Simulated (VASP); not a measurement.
Set up this calculation in VASP 6.6.1, as the native input.

| Quantity | Value |
| --- | --- |
| Task | single point |
| Functional | PBE |
| Potentials or basis | VASP PAW PBE potentials, release 64 (In_d, Se) |
| Cutoff | 520 eV |
| k mesh | 4 × 4 × 4 |
| Occupations | gaussian, width 0.1 eV |
| Spin | no spin polarisation |
| Dipole correction | no |
| Further INCAR settings | ALGO = Normal; EDIFF = 1e-06; NBANDS = 30 |

The structure of In3Se lies in POSCAR:

```
In3Se
1.0
    4.8037581400      0.0000000000      0.0000000000
    0.0000000000      4.8037581400      0.0000000000
    0.0000000000      0.0000000000      4.8037581400
In Se
3 1
Direct
    0.0000000000      0.5000000000      0.5000000000
    0.5000000000      0.0000000000      0.5000000000
    0.5000000000      0.5000000000      0.0000000000
    0.0000000000      0.0000000000      0.0000000000
```

These files were run (other wordings do the same):

INCAR

```
SYSTEM = In3Se
ALGO = Normal ; EDIFF = 1E-6
ENCUT = 520 ; GGA = PE
ISIF = 2 ; ISMEAR = 0
LASPH = .True. ; LCHARG = .True.
LELF = .True. ; LREAL = .False.
LVHAR = .True. ; LWAVE = .False.
NBANDS = 30 ; NELM = 100
PREC = Accurate ; SIGMA = 0.1
```

KPOINTS

```
k-points
0
Gamma
  4 4 4
  0 0 0
```

Potentials or basis: VASP PAW PBE potentials, release 64 (In_d, Se).

Run with:

```bash
$ cat potpaw_PBE.64/In_d/POTCAR potpaw_PBE.64/Se/POTCAR > POTCAR
$ mpirun -np 1 vasp_std > vasp.out
```

It gave:

The pressure is -0.1 GPa and the band gap on the k mesh is zero (an odd number of electrons rules out a gap without spin polarisation).

Caveat: spin-orbit coupling is left out, which moves the levels of the heavy elements.

Wall time 12 s on 1 thread of Intel(R) Xeon(R) 6975P-C (Granite Rapids), with other jobs on the host, peak memory 0.2 GiB.
